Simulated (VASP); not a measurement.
# Hf12C13 in VASP: single point with PBE

Aim: the single point of Hf12C13 with PBE.

All numbers are computed with VASP 6.6.1; they aren't measurements. Logs are shortened: lines on timing, memory, paths and dates and some standing lists are left out, and cuts for length are marked.

## 1. The cell of the first run

The cell holds a slab with vacuum, 25 atoms: a = 6.578 Å, b = 6.578 Å, c = 20.084 Å, α = 90.00°, β = 90.00°, γ = 90.00°.

## 2. Single point, PBE

INCAR

```
PREC     = Accurate       # precision mode
ENCUT    = 520            # plane-wave cutoff, eV
EDIFF    = 1E-7           # SCF threshold, eV
ISMEAR   = 0              # smearing method
SIGMA    = 0.1            # smearing width, eV
LREAL    = Auto         
LASPH    = T              # aspherical terms in the spheres
NELM     = 80             # most SCF steps
ALGO     = Normal         # electronic algorithm
ISIF     = 2              # what is computed and relaxed
LWAVE    = F              # write WAVECAR
LCHARG   = F              # write CHGCAR
LDIPOL   = T            
IDIPOL   = 3            
DIPOL    = 0.5 0.5 0.320
GGA      = PE             # functional
NBANDS   = 104            # bands
```

KPOINTS

```
regular mesh
0
Gamma
  4 4 1
```

POSCAR

```
Hf12C13
1.0
    6.5782051141      0.0000000000      0.0000000000
    0.0000000000      6.5782051141      0.0000000000
    0.0000000000      0.0000000000     20.0841322555
Hf C
12 13
Direct
    0.0000000000      0.0000000000      0.1991622017
    0.0000000000      0.5000000000      0.1991622017
    0.5000000000      0.0000000000      0.1991622017
    0.5000000000      0.5000000000      0.1991622017
    0.2500000000      0.2500000000      0.3119533852
    0.2500000000      0.7500000000      0.3119533852
    0.7500000000      0.2500000000      0.3119533852
    0.7500000000      0.7500000000      0.3119533852
    0.0000000000      0.0000000000      0.4231522705
    0.0000000000      0.5000000000      0.4231522705
    0.5000000000      0.0000000000      0.4231522705
    0.5000000000      0.5000000000      0.4231522705
    0.2500000000      0.2500000000      0.1991622017
    0.2500000000      0.7500000000      0.1991622017
    0.7500000000      0.2500000000      0.1991622017
    0.7500000000      0.7500000000      0.1991622017
    0.0000000000      0.0000000000      0.3115316059
    0.0000000000      0.5000000000      0.3115316059
    0.5000000000      0.0000000000      0.3115316059
    0.5000000000      0.5000000000      0.3115316059
    0.2500000000      0.2500000000      0.4274086700
    0.2500000000      0.7500000000      0.4274086700
    0.7500000000      0.2500000000      0.4274086700
    0.7500000000      0.7500000000      0.4274086700
    0.3125000000      0.5000000000      0.5035095954
```

Potentials or basis: VASP PAW PBE potentials, release 64 (Hf_pv, C).

The run is started by

```console
cat potpaw_PBE.64/Hf_pv/POTCAR potpaw_PBE.64/C/POTCAR > POTCAR
mpirun -np 1 vasp_std > vasp.out
```

OUTCAR:

```text
PREC = Accurate
   ENCUT = 520
   EDIFF = 1E-7
   ISMEAR = 0
   LREAL = Auto
   LASPH = T
   NELM = 80
   ISIF = 2
   GGA = PE

 ion  position               nearest neighbor table
   1  0.000  0.000  0.199-  17 2.26  14 2.33  15 2.33  16 2.33  13 2.33   6 3.25   7 3.25   8 3.25
                             5 3.25   3 3.29   2 3.29   2 3.29   3 3.29
   2  0.000  0.500  0.199-  18 2.26  14 2.33  15 2.33  16 2.33  13 2.33   6 3.25   7 3.25   8 3.25
                             5 3.25   4 3.29   1 3.29   1 3.29   4 3.29
   3  0.500  0.000  0.199-  19 2.26  14 2.33  15 2.33  16 2.33  13 2.33   6 3.25   7 3.25   8 3.25
                             5 3.25   4 3.29   1 3.29   4 3.29   1 3.29
   4  0.500  0.500  0.199-  20 2.26  14 2.33  15 2.33  16 2.33  13 2.33   6 3.25   7 3.25   8 3.25
                             5 3.25   3 3.29   2 3.29   3 3.29   2 3.29
   5  0.250  0.250  0.312-  13 2.27  21 2.32  18 2.33  19 2.33  20 2.33  17 2.33  11 3.22  12 3.22
                             9 3.22  10 3.22   3 3.25   4 3.25   1 3.25   2 3.25   6 3.29   7 3.29
   6  0.250  0.750  0.312-  14 2.27  22 2.32  18 2.33  19 2.33  20 2.33  17 2.33  11 3.22  12 3.22
                             9 3.22  10 3.22   3 3.25   4 3.25   1 3.25   2 3.25   5 3.29   8 3.29
   7  0.750  0.250  0.312-  15 2.27  23 2.32  18 2.33  19 2.33  20 2.33  17 2.33  11 3.22  12 3.22
                             9 3.22  10 3.22   3 3.25   4 3.25   1 3.25   2 3.25   5 3.29   8 3.29
   8  0.750  0.750  0.312-  16 2.27  24 2.32  18 2.33  19 2.33  20 2.33  17 2.33  11 3.22  12 3.22
                             9 3.22  10 3.22   3 3.25   4 3.25   1 3.25   2 3.25   6 3.29   7 3.29
   9  0.000  0.000  0.423-  17 2.24  21 2.33  22 2.33  23 2.33  24 2.33   6 3.22   7 3.22   8 3.22
                             5 3.22  11 3.29  10 3.29  10 3.29  11 3.29
  10  0.000  0.500  0.423-  18 2.24  21 2.33  22 2.33  23 2.33  24 2.33  25 2.61   7 3.22   8 3.22
                             5 3.22   6 3.22   9 3.29  12 3.29   9 3.29  12 3.29
  11  0.500  0.000  0.423-  19 2.24  21 2.33  22 2.33  23 2.33  24 2.33   6 3.22   7 3.22   8 3.22
                             5 3.22  12 3.29   9 3.29  12 3.29   9 3.29
  12  0.500  0.500  0.423-  25 2.03  20 2.24  22 2.33  23 2.33  24 2.33  21 2.33   7 3.22   8 3.22
                             5 3.22   6 3.22  10 3.29  11 3.29  11 3.29  10 3.29
  13  0.250  0.250  0.199-   5 2.27   2 2.33   3 2.33   4 2.33   1 2.33
  14  0.250  0.750  0.199-   6 2.27   2 2.33   3 2.33   4 2.33   1 2.33
  15  0.750  0.250  0.199-   7 2.27   2 2.33   3 2.33   4 2.33   1 2.33
  16  0.750  0.750  0.199-   8 2.27   2 2.33   3 2.33   4 2.33   1 2.33
  17  0.000  0.000  0.312-   9 2.24   1 2.26   6 2.33   7 2.33   8 2.33   5 2.33
  18  0.000  0.500  0.312-  10 2.24   2 2.26   6 2.33   7 2.33   8 2.33   5 2.33
  19  0.500  0.000  0.312-  11 2.24   3 2.26   6 2.33   7 2.33   8 2.33   5 2.33
  20  0.500  0.500  0.312-  12 2.24   4 2.26   6 2.33   7 2.33   8 2.33   5 2.33
  21  0.250  0.250  0.427-   5 2.32   9 2.33  10 2.33  11 2.33  12 2.33
  22  0.250  0.750  0.427-   6 2.32   9 2.33  10 2.33  11 2.33  12 2.33
  23  0.750  0.250  0.427-   7 2.32   9 2.33  10 2.33  11 2.33  12 2.33
  24  0.750  0.750  0.427-   8 2.32   9 2.33  10 2.33  11 2.33  12 2.33
  25  0.312  0.500  0.504-  12 2.03  10 2.61

  LATTYP: Found a simple tetragonal cell.
 ALAT       =     6.5782051141
 C/A-ratio  =     3.0531325654

  Lattice vectors:

 A1 = (   6.5782051141,   0.0000000000,   0.0000000000)
 A2 = (   0.0000000000,   6.5782051141,   0.0000000000)
 A3 = (   0.0000000000,   0.0000000000,  20.0841322555)

Analysis of symmetry for initial positions (statically):
=====================================================================
 Subroutine PRICEL returns:
 Original cell was already a primitive cell.

 Routine SETGRP: Setting up the symmetry group for a
 simple tetragonal supercell.

 Subroutine GETGRP returns: Found  2 space group operations
 (whereof  2 operations were pure point group operations)
 out of a pool of 16 trial point group operations.

The static configuration has the point symmetry C_1h.

Analysis of symmetry for dynamics (positions and initial velocities):
=====================================================================
 Subroutine PRICEL returns:
 Original cell was already a primitive cell.

 Routine SETGRP: Setting up the symmetry group for a
 simple tetragonal supercell.

 Subroutine GETGRP returns: Found  2 space group operations
 (whereof  2 operations were pure point group operations)
 out of a pool of 16 trial point group operations.

The dynamic configuration has the point symmetry C_1h.

 Subroutine INISYM returns: Found  2 space group operations
 (whereof  2 operations are pure point group operations),
 and found     1 'primitive' translations

----------------------------------------------------------------------------------------

                                     Primitive cell

  volume of cell :     869.0963

  direct lattice vectors                    reciprocal lattice vectors
     6.578205114  0.000000000  0.000000000     0.152017151  0.000000000  0.000000000
[... 72 lines left out ...]
     0.038004288  0.000000000  0.000000000     0.250000000  0.000000000  0.000000000
     0.000000000  0.038004288  0.000000000     0.000000000  0.250000000  0.000000000
     0.000000000  0.000000000  0.049790550     0.000000000  0.000000000  1.000000000

  Length of vectors
     0.038004288  0.038004288  0.049790550

  Shift w.r.t. Gamma in fractional coordinates (k-lattice)
     0.000000000  0.000000000  0.000000000

 Subroutine IBZKPT returns following result:
 ===========================================

 Found      9 irreducible k-points:

 Following reciprocal coordinates:
            Coordinates               Weight
  0.000000  0.000000  0.000000      1.000000
  0.250000  0.000000  0.000000      2.000000
  0.000000  0.250000  0.000000      2.000000
  0.500000  0.000000  0.000000      1.000000
  0.000000  0.500000  0.000000      1.000000
  0.250000  0.250000  0.000000      4.000000
  0.500000  0.250000  0.000000      2.000000
 -0.250000  0.500000  0.000000      2.000000
  0.500000  0.500000  0.000000      1.000000
   k-points           NKPTS =      9   k-points in BZ     NKDIM =      9   number of bands    NBANDS=    104
   number of dos      NEDOS =    301   number of ions     NIONS =     25
   total plane-waves  NPLWV = 375000
   dimension x,y,z NGX =    50 NGY =   50 NGZ =  150
   dimension x,y,z NGXF=   100 NGYF=  100 NGZF=  300
   ions per type =              12  13
   NGX,Y,Z   is equivalent  to a cutoff of  12.64, 12.64, 12.42 a.u.
   NGXF,Y,Z  is equivalent  to a cutoff of  25.27, 25.27, 24.83 a.u.
 SYSTEM =  unknown system
   PREC   = accura    normal or accurate (medium, high low for compatibility)
   ISTART =      0    job   : 0-new  1-cont  2-samecut
   ICHARG =      2    charge: 1-file 2-atom 10-const
   ISPIN  =      1    spin polarized calculation?
   LNONCOLLINEAR =      F non collinear calculations
   LSORBIT =      F    spin-orbit coupling
   LASPH  =      T    aspherical Exc in radial PAW
   ENCUT  =  520.0 eV  38.22 Ry    6.18 a.u.  12.23 12.23 37.34*2*pi/ulx,y,z
   NELM   =     80;   NELMIN=  2; NELMDL= -5     # of ELM steps
   EDIFF  = 0.1E-06   stopping-criterion for ELM
   LREAL  =      T    real-space projection
   EDIFFG = 0.1E-05   stopping-criterion for IOM
   NSW    =      0    number of steps for IOM
   IBRION =     -1    ionic relax: 0-MD 1-quasi-New 2-CG
   NFREE  =      0    steps in history (QN), initial steepest desc. (CG)
   ISIF   =      2    stress and relaxation
   ISYM   =      2    0-nonsym 1-usesym 2-fastsym
   POTIM  = 0.5000    time-step for ionic-motion
   TEBEG  =    0.0;   TEEND  =   0.0 temperature during run
   PSTRESS=    0.0 pullay stress
   NELECT =     172.0000    total number of electrons
   NUPDOWN=      -1.0000    fix difference up-down
   EMIN   =  10.00;   EMAX   =-10.00  energy-range for DOS
   EFERMI =   0.00;   METHOD = LEGACY
   ISMEAR =     0;   SIGMA  =   0.10  broadening in eV -4-tet -1-fermi 0-gaus
   EFERMI_NEDOS =   21; number of points for ismear=-14 and -15
   IALGO  =     38    algorithm
   IMIX   =      4    mixing-type and parameters
     AMIX     =   0.40;   BMIX     =  1.00
     AMIX_MAG =   1.60;   BMIX_MAG =  1.00
  volume/ion in A,a.u.               =      34.76       234.60
  Fermi-wavevector in a.u.,A,eV,Ry     =   0.954029  1.802854 12.383639  0.910172
  Thomas-Fermi vector in A             =   2.082738
   LORBIT       =      0    0 simple, 1 ext, 2 COOP (PROOUT), +10 PAW based schemes
   GGA     = PE    functional components
   LHFCALC =     F    Hartree Fock is set to
   AEXX    =    0.0000 exact exchange contribution
   IVDW    =     0    specifies the selected vdW correction
   LEPSILON=     F    determine dielectric tensor
   LRPA    =     F    only Hartree local field effects (RPA)
 non-spin polarized calculation
 Gauss-broadening in eV      SIGMA  =   0.10
  energy-cutoff  :      520.00
  volume of cell :      869.10
 maximum number of plane-waves:     23491
 NGX is ok and might be reduce to    50
   NGX = 25   NGY = 25   NGZ = 75

 dipolmoment           0.000000      0.000000     -0.020403 electrons x Angstroem

 number of electron     171.9999971 magnetization

 dipolmoment           0.000000      0.000000      0.382339 electrons x Angstroem

 Free energy of the ion-electron system (eV)
  ---------------------------------------------------
  ext. energy  EPLUGINS =         0.00000000
  ---------------------------------------------------
  free energy    TOTEN  =      -247.27691704 eV

  energy without entropy =     -247.24409389  energy(sigma->0) =     -247.26050547

 E-fermi :  -0.7314     XC(G=0):  -5.2588

 val. band max:       -0.7347346537   @ k =   0.0000   0.2500   0.0000
 cond. band min:      -0.6650199569   @ k =   0.0000   0.0000   0.0000
 fundamental gap:      0.0697146968
 Fermi energy:        -0.7313741303

 k-point     1 :       0.0000    0.0000    0.0000
  band No.  band energies     occupation
      1     -31.1358      2.00000
      2     -31.1215      2.00000
      3     -31.1076      2.00000
      4     -31.0142      2.00000
      5     -30.9994      2.00000
      6     -30.9990      2.00000
[... 898 lines left out ...]
     97       2.5438      0.00000
     98       2.6071      0.00000
 [bands above 98 left out]

------------------------ aborting loop because EDIFF is reached ----------------------------------------

 vacuum level on the upper side and lower side of the slab       (xc-potential included)         0.706        -0.788

  FORCE on cell =-STRESS in cart. coord.  units (eV):
  Direction    XX          YY          ZZ          XY          YZ          ZX
  --------------------------------------------------------------------------------------
  -------------------------------------------------------------------------------------
  Total      -12.2102165    -17.9008253      2.3982867      0.0000000      0.0000000     -5.5797269
  in kB      -22.5095106    -33.0001370      4.4212369      0.0000000      0.0000000    -10.2862157
  external PRESSURE =     -17.0294702 kB  Pullay stress =       0.0000000 kB

 VOLUME and BASIS-vectors are now :
 -----------------------------------------------------------------------------
  energy-cutoff  :      520.00
  volume of cell :      869.10
      direct lattice vectors                 reciprocal lattice vectors
     6.578205114  0.000000000  0.000000000     0.152017151  0.000000000  0.000000000
     0.000000000  6.578205114  0.000000000     0.000000000  0.152017151  0.000000000
     0.000000000  0.000000000 20.084132255     0.000000000  0.000000000  0.049790550

 POSITION                                       TOTAL-FORCE (eV/Angst)
 -----------------------------------------------------------------------------------
      0.00000      0.00000      4.00000         0.013361      0.000000      0.732300
      0.00000      3.28910      4.00000        -0.028558      0.000000      0.717903
      3.28910      0.00000      4.00000        -0.073784      0.000000      0.767567
      3.28910      3.28910      4.00000        -0.102434      0.000000      0.775595
      1.64455      1.64455      6.26531         0.134029      0.313061     -0.129344
      1.64455      4.93365      6.26531         0.134029     -0.313061     -0.129344
[... 17 lines left out ...]
      4.93365      4.93365      8.58413         0.238126      0.332936     -0.332025
      2.05569      3.28910     10.11255        -3.633157      0.000000      0.042689
 -----------------------------------------------------------------------------------
    total drift:                               -0.001141      0.000000     -0.024718

  FREE ENERGIE OF THE ION-ELECTRON SYSTEM (eV)
  ---------------------------------------------------
  free  energy   TOTEN  =      -247.2769170395 eV

  energy  without entropy=     -247.2440938940  energy(sigma->0) =     -247.26050547

 vacuum level on the upper side and lower side of the slab         4.493         2.938
```

It took 1.5 h on 1 thread of Intel Xeon 8259CL, shared host; peak memory 1.1 GiB.

What came out:

```
Free energy            : -247.2769 eV
Largest force          : 3.633 eV/Å
Band gap on the k mesh : zero (bands 86 and 87 overlap by 0.11 eV)
```

Forces on the atoms (eV/Å):
```
Hf   0.013  0.000  0.732
Hf  -0.029  0.000  0.718
Hf  -0.074  0.000  0.768
Hf  -0.102  0.000  0.776
Hf   0.134  0.313 -0.129
Hf   0.134 -0.313 -0.129
Hf  -0.077  0.085  0.049
Hf  -0.077 -0.085  0.049
Hf  -0.580  0.000  0.229
Hf  -0.096  0.000  1.433
Hf   0.652  0.000  0.282
Hf   3.151  0.000 -1.341
C    0.023 -0.064 -0.764
C    0.023  0.064 -0.764
C    0.065  0.003 -0.675
C    0.065 -0.003 -0.675
C    0.098  0.000  0.085
C   -0.002  0.000 -0.234
C   -0.073  0.000  0.057
C   -0.206  0.000 -1.050
C    0.057  0.271  0.603
C    0.057 -0.271  0.603
C    0.238 -0.333 -0.332
C    0.238  0.333 -0.332
C   -3.633  0.000  0.043
```

Caveat: spin-orbit coupling is left out, which moves the levels of the heavy elements.

The gap in the log of VASP goes by the Fermi energy; the results here count the filled bands.